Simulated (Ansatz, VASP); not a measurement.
# One calculation of GaS3, two programs

```
Ga S
1.0
     0.00000    3.21262    3.21262
     3.21262    0.00000    3.21262
     3.21262    3.21262    0.00000
Ga S
1 3
Cartesian
  0.0000 0.0000 0.0000
  3.2126 3.2126 3.2126
  4.8189 4.8189 4.8189
  1.6063 1.6063 1.6063
```

Alike in both runs: functional PBE; k mesh 4 × 4 × 4; occupations gaussian, width 0.1 eV; no spin polarisation.

Ansatz relaxed the structure, and its values are those at the end. VASP's run is a single point on that final structure, the one shown.

|  | VASP | Ansatz |
| --- | --- | --- |
| version | VASP 6.6.1 | Ansatz 0.2.0 |
| potentials or method | VASP PAW PBE potentials, release 64 (Ga_d, S), cutoff 520 eV | scalar-relativistic, plane waves, PAW |
| valence electrons in the cell | 31 | 31 |

VASP gave:

| Item | Value |
| --- | --- |
| gap on the k mesh at the Fermi level (eV) | none |
| pressure (GPa) | -0.1 |

**Question.** Which values does Ansatz return?

**Answer.** gap on the k mesh at the Fermi level (eV): none; pressure (GPa): 0.0.

A gap of «none» marks a metal or a gap that the smearing closes.

The k mesh is coarse, so the values compare programs but aren't converged.
